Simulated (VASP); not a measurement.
Input of a VASP 6.6.1 run:

The input INCAR:

```
SYSTEM = ZrIn
  ALGO = Normal
  EDIFF = 1E-7
  ENCUT = 520
  ISIF = 2
  ISMEAR = 1
  LASPH = .True.
  LCHARG = .False.
  LREAL = .False.
  LWAVE = .False.
  NBANDS = 20
  NELM = 80
  PREC = Accurate
  SIGMA = 0.1
```

The input KPOINTS:

```
k-points
0
Gamma
  7 7 5
  0 0 0
```

File POSCAR:

```
ZrIn
1.0
    3.1510831265      0.0000000000      0.0000000000
    0.0000000000      3.1510831265      0.0000000000
    0.0000000000      0.0000000000      4.4688987864
Zr In
1 1
Direct
    0.0000000000      0.0000000000      0.0000000000
    0.5000000000      0.5000000000      0.5000000000
```

Potentials or basis: VASP PAW LDA potentials, release 64 (Zr_sv, In_d).

The run is started by

```bash
$ cat potpaw_LDA.64/Zr_sv/POTCAR potpaw_LDA.64/In_d/POTCAR > POTCAR
$ mpirun -np 1 vasp_std > vasp.out
```

**Question.** Estimate the pressure.

**Answer.** -6.7 GPa.

Stress tensor (GPa, compression positive):
```
-6.46  0.00  0.00
 0.00 -6.46  0.00
 0.00  0.00 -7.24
```
